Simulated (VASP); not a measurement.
**Pb: single point with LDA**

The system is Pb.

```
Pb
1.0
     2.15488   -6.13395    0.00000
     2.15488    6.13395    0.00000
     0.00000    0.00000    4.45049
Pb
2
Cartesian
  2.1549 -1.6164 3.3379
  2.1549 1.6164 1.1126
```

```yaml
Program: VASP 6.6.1
Task: single point
Functional: LDA
Potentials_or_basis: VASP PAW LDA potentials, release 64 (Pb_d)
Cutoff: 520 eV
k_mesh: 5 × 5 × 4
Occupations: fermi-dirac, width 0.2 eV
Spin: no spin polarisation
```

```json
{
  "Pressure": "-6.6 GPa",
  "Largest force": "0.129 eV/Å",
  "Band gap on the k mesh": "zero (bands 14 and 15 overlap by 1.30 eV)"
}
```

Forces on the atoms (eV/Å):
```
Pb   0.000 -0.129  0.000
Pb   0.000  0.129  0.000
```

Stress tensor (GPa, compression positive):
```
-5.94  0.00  0.00
 0.00 -7.29  0.00
 0.00  0.00 -6.60
```

Levels at points of the mesh, in eV from the Fermi level:
| k point | band 12 | band 13 | band 14 | band 15 | band 16 | band 17 |
| --- | --- | --- | --- | --- | --- | --- |
| (0.00, 0.00, 0.00) | -7.47 | -1.51 | 0.89 | 2.03 | 2.38 | 3.30 |
| (0.00, 0.00, 0.50) | -8.06 | -0.63 | -0.63 | 0.39 | 0.39 | 2.68 |

Wall time 100 s on 1 thread of Intel Xeon 8259CL, on a shared host, peak memory 0.24 GiB.

Caveat: the cell stands under tension; spin-orbit coupling is left out, which moves the levels of the heavy elements.
